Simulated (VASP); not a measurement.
# KCl (Pm-3m) in VASP: a series of runs

The runs below take KCl through single point, relaxation of cell and atoms, with r2SCAN.

Program: VASP 6.6.1. These are calculated values, not measurements. Logs are shortened: lines on timing, memory, paths and dates and some standing lists are left out, and cuts for length are marked.

## (1) The cell of the first run

The structure is cubic, space group Pm-3m (No. 221). Conventional cell: a = 3.771 Å, b = 3.771 Å, c = 3.771 Å, α = 90.00°, β = 90.00°, γ = 90.00°. Within 4.3 Å of K (site symmetry m-3m) lie 8 Cl at 3.27 Å and 6 K at 3.77 Å. Within 4.3 Å of Cl (site symmetry m-3m) lie 8 K at 3.27 Å and 6 Cl at 3.77 Å.

## (2) Single point, r2SCAN

POSCAR reads:

```
KCl
1.0
    3.7712226032      0.0000000000      0.0000000000
    0.0000000000      3.7712226032      0.0000000000
    0.0000000000      0.0000000000      3.7712226032
K Cl
1 1
Direct
    0.0000000000      0.0000000000      0.0000000000
    0.5000000000      0.5000000000      0.5000000000
```

INCAR.step1 reads:

```
  PREC = Accurate
  ENCUT = 520
  ISMEAR = 0
  SIGMA = 0.02
  LREAL = False
  LASPH = True
  NELM = 100
  NBANDS = 15
  GGA = PE
  ALGO = Normal
  EDIFF = 1E-4
  LWAVE = True
  LCHARG = False
```

INCAR.step2 reads:

```
  PREC = Accurate
  ENCUT = 520
  EDIFF = 1E-6
  ISMEAR = 0
  SIGMA = 0.02
  LREAL = False
  LASPH = True
  NELM = 100
  ALGO = Normal
  ISIF = 2
  LWAVE = False
  LCHARG = False
  METAGGA = R2SCAN
  LMIXTAU = True
  NBANDS = 15
  ISTART = 1
```

KPOINTS reads:

```
Automatic mesh
0
Gamma
  6 6 6
```

Potentials or basis: VASP PAW PBE potentials, release 64 (K_sv, Cl).

Command:

```console
$ cat potpaw_PBE.64/K_sv/POTCAR potpaw_PBE.64/Cl/POTCAR > POTCAR
$ cp INCAR.step1 INCAR
$ mpirun -np 1 vasp_std > vasp.out
$ cp INCAR.step2 INCAR
$ mpirun -np 1 vasp_std > vasp.out
```

OUTCAR:

```text
PREC = Accurate
   ENCUT = 520
   EDIFF = 1E-6
   ISMEAR = 0
   LREAL = False
   LASPH = True
   NELM = 100
   ISIF = 2
   METAGGA = R2SCAN
   ISTART = 1

 ion  position               nearest neighbor table
   1  0.000  0.000  0.000-
   2  0.500  0.500  0.500-

  LATTYP: Found a simple cubic cell.
 ALAT       =     3.7712226032

  Lattice vectors:

 A1 = (   3.7712226032,   0.0000000000,   0.0000000000)
 A2 = (   0.0000000000,   3.7712226032,   0.0000000000)
 A3 = (   0.0000000000,   0.0000000000,   3.7712226032)

Analysis of symmetry for initial positions (statically):
=====================================================================
 Subroutine PRICEL returns:
 Original cell was already a primitive cell.

 Routine SETGRP: Setting up the symmetry group for a
 simple cubic supercell.

 Subroutine GETGRP returns: Found 48 space group operations
 (whereof 48 operations were pure point group operations)
 out of a pool of 48 trial point group operations.

The static configuration has the point symmetry O_h .

Analysis of symmetry for dynamics (positions and initial velocities):
=====================================================================
 Subroutine PRICEL returns:
 Original cell was already a primitive cell.

 Routine SETGRP: Setting up the symmetry group for a
 simple cubic supercell.

 Subroutine GETGRP returns: Found 48 space group operations
 (whereof 48 operations were pure point group operations)
 out of a pool of 48 trial point group operations.

The dynamic configuration has the point symmetry O_h .

 Subroutine INISYM returns: Found 48 space group operations
 (whereof 48 operations are pure point group operations),
 and found     1 'primitive' translations

----------------------------------------------------------------------------------------

                                     Primitive cell

  volume of cell :      53.6348

  direct lattice vectors                    reciprocal lattice vectors
     3.771222603  0.000000000  0.000000000     0.265165997  0.000000000  0.000000000
     0.000000000  3.771222603  0.000000000     0.000000000  0.265165997  0.000000000
     0.000000000  0.000000000  3.771222603     0.000000000  0.000000000  0.265165997

  length of vectors
     3.771222603  3.771222603  3.771222603     0.265165997  0.265165997  0.265165997

  position of ions in fractional coordinates (direct lattice)
     0.000000000  0.000000000  0.000000000
     0.500000000  0.500000000  0.500000000

  ion indices of the primitive-cell ions
   primitive index   ion index
                 1           1
                 2           2

----------------------------------------------------------------------------------------

 KPOINTS: Automatic mesh

Automatic generation of k-mesh.
 Grid dimensions read from file:
 generate k-points for:    6    6    6

 Generating k-lattice:

  Cartesian coordinates                     Fractional coordinates (reciprocal lattice)
     0.044194333  0.000000000  0.000000000     0.166666667  0.000000000  0.000000000
     0.000000000  0.044194333  0.000000000     0.000000000  0.166666667  0.000000000
     0.000000000  0.000000000  0.044194333     0.000000000  0.000000000  0.166666667

  Length of vectors
     0.044194333  0.044194333  0.044194333

  Shift w.r.t. Gamma in fractional coordinates (k-lattice)
     0.000000000  0.000000000  0.000000000

 Subroutine IBZKPT returns following result:
 ===========================================

 Found     20 irreducible k-points:

 Following reciprocal coordinates:
            Coordinates               Weight
  0.000000  0.000000  0.000000      1.000000
  0.166667  0.000000  0.000000      6.000000
  0.333333  0.000000  0.000000      6.000000
  0.500000  0.000000  0.000000      3.000000
  0.166667  0.166667  0.000000     12.000000
  0.333333  0.166667  0.000000     24.000000
[... 12 lines left out ...]
  0.500000  0.500000  0.333333      6.000000
  0.500000  0.500000  0.500000      1.000000
   k-points           NKPTS =     20   k-points in BZ     NKDIM =     20   number of bands    NBANDS=     15
   number of dos      NEDOS =    301   number of ions     NIONS =      2
   total plane-waves  NPLWV =  21952
   dimension x,y,z NGX =    28 NGY =   28 NGZ =   28
   dimension x,y,z NGXF=    56 NGYF=   56 NGZF=   56
   ions per type =               1   1
   NGX,Y,Z   is equivalent  to a cutoff of  12.34, 12.34, 12.34 a.u.
   NGXF,Y,Z  is equivalent  to a cutoff of  24.69, 24.69, 24.69 a.u.
 SYSTEM =  unknown system
   PREC   = accura    normal or accurate (medium, high low for compatibility)
   ISTART =      1    job   : 0-new  1-cont  2-samecut
   ICHARG =      0    charge: 1-file 2-atom 10-const
   ISPIN  =      1    spin polarized calculation?
   LNONCOLLINEAR =      F non collinear calculations
   LSORBIT =      F    spin-orbit coupling
   LASPH  =      T    aspherical Exc in radial PAW
   ENCUT  =  520.0 eV  38.22 Ry    6.18 a.u.   7.01  7.01  7.01*2*pi/ulx,y,z
   NELM   =    100;   NELMIN=  2; NELMDL=  0     # of ELM steps
   EDIFF  = 0.1E-05   stopping-criterion for ELM
   LREAL  =      F    real-space projection
   EDIFFG = 0.1E-04   stopping-criterion for IOM
   NSW    =      0    number of steps for IOM
   IBRION =     -1    ionic relax: 0-MD 1-quasi-New 2-CG
   NFREE  =      0    steps in history (QN), initial steepest desc. (CG)
   ISIF   =      2    stress and relaxation
   ISYM   =      2    0-nonsym 1-usesym 2-fastsym
   POTIM  = 0.5000    time-step for ionic-motion
   TEBEG  =    0.0;   TEEND  =   0.0 temperature during run
   PSTRESS=    0.0 pullay stress
   NELECT =      16.0000    total number of electrons
   NUPDOWN=      -1.0000    fix difference up-down
   EMIN   =  10.00;   EMAX   =-10.00  energy-range for DOS
   EFERMI =   0.00;   METHOD = LEGACY
   ISMEAR =     0;   SIGMA  =   0.02  broadening in eV -4-tet -1-fermi 0-gaus
   EFERMI_NEDOS =   21; number of points for ismear=-14 and -15
   IALGO  =     38    algorithm
   IMIX   =      4    mixing-type and parameters
     AMIX     =   0.40;   BMIX     =  1.00
     AMIX_MAG =   1.60;   BMIX_MAG =  1.00
  volume/ion in A,a.u.               =      26.82       180.97
  Fermi-wavevector in a.u.,A,eV,Ry     =   1.093871  2.067116 16.280093  1.196553
  Thomas-Fermi vector in A             =   2.230164
   LORBIT       =      0    0 simple, 1 ext, 2 COOP (PROOUT), +10 PAW based schemes
   METAGGA = R2SCAN    functional components
   LHFCALC =     F    Hartree Fock is set to
   AEXX    =    0.0000 exact exchange contribution
   IVDW    =     0    specifies the selected vdW correction
   LEPSILON=     F    determine dielectric tensor
   LRPA    =     F    only Hartree local field effects (RPA)
 non-spin polarized calculation
 Gauss-broadening in eV      SIGMA  =   0.02
  energy-cutoff  :      520.00
  volume of cell :       53.63
 maximum number of plane-waves:      1472
   NGX = 15   NGY = 15   NGZ = 15

 number of electron      16.0000004 magnetization

 Free energy of the ion-electron system (eV)
  ---------------------------------------------------
  ext. energy  EPLUGINS =         0.00000000
  ---------------------------------------------------
  free energy    TOTEN  =       -16.40764049 eV

  energy without entropy =      -16.40764049  energy(sigma->0) =      -16.40764049

 E-fermi :  -0.7851     XC(G=0):  -8.7335

 val. band max:       -0.9593910227   @ k =   0.5000   0.5000   0.0000
 cond. band min:       4.8476648518   @ k =   0.0000   0.0000   0.0000
 fundamental gap:      5.8070558745
 Fermi energy:        -0.7850779461

 k-point     1 :       0.0000    0.0000    0.0000
  band No.  band energies     occupation
      1     -30.0457      2.00000
      2     -14.1934      2.00000
      3     -12.6544      2.00000
      4     -12.6544      2.00000
      5     -12.6544      2.00000
      6      -1.1755      2.00000
      7      -1.1755      2.00000
      8      -1.1755      2.00000
      9       4.8477      0.00000
     10       6.1329      0.00000
     11       6.1329      0.00000
     12      10.6431      0.00000
     13      10.6431      0.00000
     14      10.6431      0.00000
     15      13.6540      0.00000

 k-point     2 :       0.1667    0.0000    0.0000
  band No.  band energies     occupation
      1     -30.0398      2.00000
      2     -14.2299      2.00000
      3     -12.6453      2.00000
      4     -12.6453      2.00000
      5     -12.6261      2.00000
      6      -1.6842      2.00000
      7      -1.1792      2.00000
      8      -1.1792      2.00000
      9       5.4809      0.00000
     10       6.3742      0.00000
     11       6.7466      0.00000
     12      10.5463      0.00000
     13      10.5463      0.00000
     14      10.7868      0.00000
     15      12.6188      0.00000

 k-point     3 :       0.3333    0.0000    0.0000
  band No.  band energies     occupation
      1     -30.0282      2.00000
      2     -14.3075      2.00000
      3     -12.6270      2.00000
      4     -12.6270      2.00000
      5     -12.5581      2.00000
      6      -2.5079      2.00000
      7      -1.1877      2.00000
      8      -1.1877      2.00000
      9       6.7992      0.00000
     10       7.0347      0.00000
     11       7.9644      0.00000
     12      10.4851      0.00000
     13      10.4851      0.00000
     14      10.8650      0.00000
     15      11.1231      0.00000

 k-point     4 :       0.5000    0.0000    0.0000
  band No.  band energies     occupation
      1     -30.0223      2.00000
      2     -14.3482      2.00000
      3     -12.6178      2.00000
      4     -12.6178      2.00000
      5     -12.5188      2.00000
      6      -2.8612      2.00000
      7      -1.1925      2.00000
      8      -1.1925      2.00000
      9       7.5977      0.00000
     10       7.7752      0.00000
     11       8.3602      0.00000
     12       9.8775      0.00000
     13      10.5580      0.00000
     14      10.5580      0.00000
     15      11.3275      0.00000
[... 235 lines left out ...]
 k-point    18 :       0.5000    0.3333    0.3333
  band No.  band energies     occupation
      1     -29.9909      2.00000
      2     -13.8380      2.00000
      3     -12.8355      2.00000
      4     -12.8062      2.00000
      5     -12.7904      2.00000
      6      -2.3808      2.00000
      7      -2.1454      2.00000
      8      -2.0129      2.00000
      9       7.7141      0.00000
     10       8.2533      0.00000
     11       8.5071      0.00000
     12       9.8148      0.00000
     13       9.8334      0.00000
     14      10.2003      0.00000
     15      12.4667      0.00000

 k-point    19 :       0.5000    0.5000    0.3333
  band No.  band energies     occupation
      1     -29.9858      2.00000
      2     -13.7626      2.00000
      3     -12.8631      2.00000
      4     -12.8631      2.00000
      5     -12.7842      2.00000
      6      -2.3730      2.00000
      7      -2.3730      2.00000
      8      -2.0992      2.00000
      9       7.7382      0.00000
     10       8.6501      0.00000
     11       8.6501      0.00000
     12       9.3189      0.00000
     13      10.4429      0.00000
     14      10.4429      0.00000
     15      12.3071      0.00000

 k-point    20 :       0.5000    0.5000    0.5000
  band No.  band energies     occupation
      1     -29.9807      2.00000
      2     -13.7200      2.00000
      3     -12.8468      2.00000
      4     -12.8468      2.00000
      5     -12.8468      2.00000
      6      -2.4129      2.00000
      7      -2.4129      2.00000
      8      -2.4129      2.00000
      9       8.7106      0.00000
     10       8.7106      0.00000
     11       8.7106      0.00000
     12      10.0023      0.00000
     13      10.0023      0.00000
     14      10.0023      0.00000
     15      12.3369      0.00000

------------------------ aborting loop because EDIFF is reached ----------------------------------------

  FORCE on cell =-STRESS in cart. coord.  units (eV):
  Direction    XX          YY          ZZ          XY          YZ          ZX
  --------------------------------------------------------------------------------------
  -------------------------------------------------------------------------------------
  Total       -0.0147378     -0.0147378     -0.0147378      0.0000000      0.0000000     -0.0000000
  in kB       -0.4402459     -0.4402459     -0.4402459      0.0000000      0.0000000     -0.0000000
  external PRESSURE =      -0.4402459 kB  Pullay stress =       0.0000000 kB

 VOLUME and BASIS-vectors are now :
 -----------------------------------------------------------------------------
  energy-cutoff  :      520.00
  volume of cell :       53.63
      direct lattice vectors                 reciprocal lattice vectors
     3.771222603  0.000000000  0.000000000     0.265165997  0.000000000  0.000000000
     0.000000000  3.771222603  0.000000000     0.000000000  0.265165997  0.000000000
     0.000000000  0.000000000  3.771222603     0.000000000  0.000000000  0.265165997

 POSITION                                       TOTAL-FORCE (eV/Angst)
 -----------------------------------------------------------------------------------
      0.00000      0.00000      0.00000         0.000000      0.000000      0.000000
      1.88561      1.88561      1.88561         0.000000      0.000000      0.000000
 -----------------------------------------------------------------------------------
    total drift:                                0.000000      0.000000      0.000000

  FREE ENERGIE OF THE ION-ELECTRON SYSTEM (eV)
  ---------------------------------------------------
  free  energy   TOTEN  =       -16.4076404891 eV

  energy  without entropy=      -16.4076404891  energy(sigma->0) =      -16.40764049
```

Wall time 42 s (1 thread of Oxide Virtual Turin-like, shared host); peak memory 0.13 GiB.

What came out:

```yaml
Free_energy: -16.4076 eV
Pressure: 0.0 GPa
Band_gap_on_the_k_mesh: 5.81 eV (least direct gap 6.02 eV)
```

Caveat: the PAW data sets were made with another functional, which shifts forces and pressure a little. A k mesh can miss the band edges.

## (3) Relaxation of cell and atoms, r2SCAN

This run uses another cell than the first one, of 28.29 Å³/atom.

POSCAR reads:

```
KCl
1.0
    3.8391960000      0.0000000000      0.0000000000
    0.0000000000      3.8391960000      0.0000000000
    0.0000000000      0.0000000000      3.8391960000
K Cl
1 1
Direct
    0.0000000000      0.0000000000      0.0000000000
    0.5000000000      0.5000000000      0.5000000000
```

INCAR.step1 reads:

```
ALGO = Normal
EDIFF = 1E-4
ENCUT = 600
GGA = PE
ISMEAR = 0
LASPH = T
LCHARG = F
LREAL = F
LWAVE = T
NELM = 100
PREC = Accurate
SIGMA = 0.02
```

INCAR.step2 reads:

```
ALGO = Normal
EDIFF = 1E-7
EDIFFG = -0.01
ENCUT = 600
IBRION = 2
ISIF = 3
ISMEAR = 0
ISTART = 1
LASPH = T
LCHARG = F
LMIXTAU = T
LREAL = F
LWAVE = F
METAGGA = R2SCAN
NELM = 100
NSW = 100
PREC = Accurate
SIGMA = 0.02
```

KPOINTS reads:

```
k-points
0
Gamma
  6 6 6
```

Potentials or basis: VASP PAW PBE potentials, release 64 (K_sv, Cl).

Command:

```console
$ cat potpaw_PBE.64/K_sv/POTCAR potpaw_PBE.64/Cl/POTCAR > POTCAR
$ cp INCAR.step1 INCAR
$ mpirun -np 1 vasp_std > vasp.out
$ cp INCAR.step2 INCAR
$ mpirun -np 1 vasp_std > vasp.out
```

Wall time 2.8 min (1 thread of Oxide Virtual Turin-like, shared host); peak memory 0.17 GiB.

The run converged. Its results:

| Property | Result |
| --- | --- |
| Free energy | -16.4091 eV |
| Relaxed volume | 26.84 Å³/atom |
| Relaxed cell | a = 3.772 Å, b = 3.772 Å, c = 3.772 Å, α = 90.00°, β = 90.00°, γ = 90.00° |
| Space group after relaxing (to 0.1 Å) | Pm-3m (No. 221) |
| Energy gained by relaxing | 5.1 meV/atom |
| Ionic steps | 4 |
| Pressure after relaxing | 0.0 GPa |
| Band gap on the k mesh | 5.80 eV (least direct gap 6.02 eV) |

The path:
```csv
step,energy change (eV),largest force (eV/Å),pressure (GPa),volume (Å³)
1,0.0000,0.0000,-1.06,56.59
2,-0.0078,0.0000,-0.55,55.06
3,-0.0102,0.0000,-0.06,53.83
4,-0.0102,0.0000,0.01,53.68
```

Final structure:
```
K Cl
1.0
     3.77222    0.00000    0.00000
     0.00000    3.77222    0.00000
     0.00000    0.00000    3.77222
K Cl
1 1
Direct
  0.00000 0.00000 0.00000
  0.50000 0.50000 0.50000
```

Levels at points of the mesh, in eV from the valence-band top:
| k point | band 5 | band 6 | band 7 | band 8 | band 9 | band 10 | band 11 | band 12 |
| --- | --- | --- | --- | --- | --- | --- | --- | --- |
| (0.00, 0.00, 0.00) | -11.70 | -0.22 | -0.22 | -0.22 | 5.80 | 7.09 | 7.09 | 11.60 |
| (0.50, 0.00, 0.00) | -11.56 | -1.90 | -0.23 | -0.23 | 8.56 | 8.73 | 9.31 | 10.84 |
| (0.50, 0.50, 0.00) | -11.63 | -1.30 | -1.30 | 0.00 | 6.86 | 8.08 | 9.73 | 9.73 |
| (0.50, 0.50, 0.50) | -11.89 | -1.45 | -1.45 | -1.45 | 9.67 | 9.67 | 9.67 | 10.96 |

Caveat: the PAW data sets were made with another functional, which shifts forces and pressure a little. A k mesh can miss the band edges.
